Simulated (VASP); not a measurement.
Set up this calculation in VASP 6.6.1, as the native input.

| Quantity | Value |
| --- | --- |
| Task | single point |
| Functional | PBEsol |
| Potentials or basis | VASP PAW PBE potentials, release 64 (Mo_sv, S) |
| Cutoff | 520 eV |
| k mesh | 11 × 6 × 13 |
| Occupations | gaussian, width 0.1 eV |
| Spin | no spin polarisation |
| Dipole correction | no |
| Further INCAR settings | ALGO = Normal; EDIFF = 1e-06; NBANDS = 20; ISYM = 0 |

The structure of MoS2 lies in POSCAR:

```
MoS2
1.0
    3.1204068994      0.0000000000      0.0000000000
   -1.5602034497      6.1523258013      0.0000000000
    1.5602034497      0.3956609066      2.6732296685
Mo S
1 2
Direct
    0.0000000000      0.0000000000      0.0000000000
    0.4912866992      0.7369300487      0.7543566504
    0.5087133008      0.2630699513      0.2456433496
```

These files were run (other wordings do the same):

INCAR

```
PREC     = Accurate       # precision mode
ENCUT    = 520            # plane-wave cutoff, eV
EDIFF    = 1E-6           # SCF threshold, eV
ISMEAR   = 0              # smearing method
SIGMA    = 0.1            # smearing width, eV
LREAL    = False          # projectors in reciprocal space
LASPH    = True           # aspherical terms in the spheres
NELM     = 60             # most SCF steps
ALGO     = Normal         # electronic algorithm
ISIF     = 2              # what is computed and relaxed
LWAVE    = False          # write WAVECAR
LCHARG   = True           # write CHGCAR
GGA      = PS             # functional
LELF     = True           # ELF
LVHAR    = True         
NBANDS   = 20             # bands
ISYM     = 0
```

KPOINTS

```
regular mesh
0
Gamma
  11 6 13
```

Potentials or basis: VASP PAW PBE potentials, release 64 (Mo_sv, S).

Launch:

```bash
$ cat potpaw_PBE.64/Mo_sv/POTCAR potpaw_PBE.64/S/POTCAR > POTCAR
$ mpirun -np 1 vasp_std > vasp.out
```

It gave:

```
Pressure               : 0.0 GPa
Largest force          : 0.007 eV/Å
Band gap on the k mesh : zero (band 13 reaches 8.46 eV, above the bottom of band 14 at 7.91 eV)
```

Caveat: the PAW data sets were made with another functional, which shifts forces and pressure a little; this functional lacks dispersion, which binds the layers, so the pressure and a relaxed spacing across them are unreliable.

Wall time 15 min on 1 thread of AMD EPYC 7R13, with other jobs on the host, peak memory 0.45 GiB.
